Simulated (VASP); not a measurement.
Write the native input for VASP 6.6.1 that does the following.

| Quantity | Value |
| --- | --- |
| Task | single point |
| Functional | LDA |
| Potentials or basis | VASP PAW LDA potentials, release 64 (In_d, As) |
| Cutoff | 520 eV |
| k mesh | 6 × 6 × 6 |
| Occupations | gaussian, width 0.05 eV |
| Spin | no spin polarisation |
| Dipole correction | no |
| Further INCAR settings | ALGO = Normal; EDIFF = 1e-06; NBANDS = 16 |

The structure of InAs lies in POSCAR:

```
InAs
1.0
    0.0000000000      2.9156640000      2.8020797265
    2.9156640000      0.0000000000      2.8020797265
    2.9156640000      2.9156640000      0.0000000000
In As
1 1
Direct
    0.5000000000      0.5000000000      0.5000000000
    0.0000000000      0.0000000000      0.0000000000
```

The input as run:

INCAR

```
ALGO = Normal
EDIFF = 1E-6
ENCUT = 520
ISIF = 2
ISMEAR = 0
LASPH = T
LCHARG = F
LREAL = F
LWAVE = F
NBANDS = 16
NELM = 100
PREC = Accurate
SIGMA = 0.05
```

KPOINTS

```
k-points
0
Gamma
  6 6 6
```

Potentials or basis: VASP PAW LDA potentials, release 64 (In_d, As).

Command:

```bash
$ cat potpaw_LDA.64/In_d/POTCAR potpaw_LDA.64/As/POTCAR > POTCAR
$ mpirun -np 1 vasp_std > vasp.out
```

Results of the run:

```
Pressure               : -4.6 GPa
Band gap on the k mesh : zero (band 9 reaches 6.14 eV, above the bottom of band 10 at 3.43 eV)
```

Caveat: spin-orbit coupling is left out, which moves the levels of the heavy elements.

Wall time 40 s on 1 thread of Intel Xeon 8259CL (shared host), peak memory 0.16 GiB.
